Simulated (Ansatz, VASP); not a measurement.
**Two plane-wave programs on PbO**

The input INCAR:

```
ALGO     = Normal         # electronic algorithm
EDIFF    = 1E-6           # SCF threshold, eV
ENCUT    = 520            # plane-wave cutoff, eV
GGA      = PS             # functional
ISIF     = 2              # what is computed and relaxed
ISMEAR   = -1             # smearing method
LASPH    = True           # aspherical terms in the spheres
LCHARG   = False          # write CHGCAR
LREAL    = False          # projectors in reciprocal space
LWAVE    = False          # write WAVECAR
NBANDS   = 50             # bands
NELM     = 60             # most SCF steps
PREC     = Accurate       # precision mode
SIGMA    = 0.05           # smearing width, eV
```

KPOINTS

```
k-points
0
Gamma
  5 5 6
```

POSCAR

```
PbO
1.0
    5.8760000000      0.0000000000      0.0000000000
    0.0000000000      5.4760000000      0.0000000000
    0.0000000000      0.0000000000      4.7430000000
Pb O
4 4
Direct
    0.7721320000      0.5103020000      0.2450010000
    0.2372420000      0.4864130000      0.7395790000
    0.7784430000      0.9822340000      0.7537270000
    0.2330850000      0.0110260000      0.2567580000
    0.1291930000      0.5846910000      0.2538390000
    0.8705980000      0.4250400000      0.7471500000
    0.1379660000      0.9216270000      0.7482840000
    0.8662250000      0.0742650000      0.2369900000
```

Contents of input.yaml:

```yaml
crystal:
  lattice:
    - [5.876, 0.0, 0.0]
    - [0.0, 5.476, 0.0]
    - [0.0, 0.0, 4.743]
  atoms:
    - { symbol: Pb, position: [0.772132, 0.510302, 0.245001] }
    - { symbol: Pb, position: [0.237242, 0.486413, 0.739579] }
    - { symbol: Pb, position: [0.778443, 0.982234, 0.753727] }
    - { symbol: Pb, position: [0.233085, 0.011026, 0.256758] }
    - { symbol: O, position: [0.129193, 0.584691, 0.253839] }
    - { symbol: O, position: [0.870598, 0.42504, 0.74715] }
    - { symbol: O, position: [0.137966, 0.921627, 0.748284] }
    - { symbol: O, position: [0.866225, 0.074265, 0.23699] }
hamiltonian:
  xc: pbesol
  pseudopotentials: { kind: paw }
kpoints:
  mp_grid: { grid: [5, 5, 6] }
scf:
  occupations: { method: fermi_dirac, width: 0.05 }
output:
  forces: true
  stress: true
  eigenvalues: true
```

Change from the starting cell: atoms moved at random, drawn with an rms of 0.05 Å.

Alike in both runs: task single point; functional PBEsol; k mesh 5 × 5 × 6; occupations fermi-dirac, width 0.05 eV; no spin polarisation.

```csv
,VASP,Ansatz
version,VASP 6.6.1,Ansatz 0.2.0
potentials or method,"VASP PAW PBE potentials, release 64 (Pb_d, O)",Ansatz PAW
plane-wave cutoff (eV),520,420
valence electrons in the cell,80,80
```

|  | VASP | Ansatz | Ansatz less VASP |
| --- | --- | --- | --- |
| gap on the k mesh at the Fermi level (eV) | 1.86 | 1.86 | +0.004 |
| least direct gap on the mesh (eV) | 2.02 | 2.03 | +0.002 |
| pressure (GPa) | -1.2 | -1.3 | -0.05 |
| traceless stress, the component that is largest in VASP (GPa) | 4.68 | 4.52 | -0.164 |
| rms of the force components (eV/Å) | 0.532 | 0.524 | -0.0078 |

VASP's potentials were made for PBE, not for PBEsol. Atom by atom the forces differ by 0.022 eV/Å (rms over components).

Neither program's run includes spin-orbit coupling. Noted on Ansatz's run: odd divisions of the mesh miss points on the zone boundary, where band edges often lie, so the gap on the mesh can be too wide.
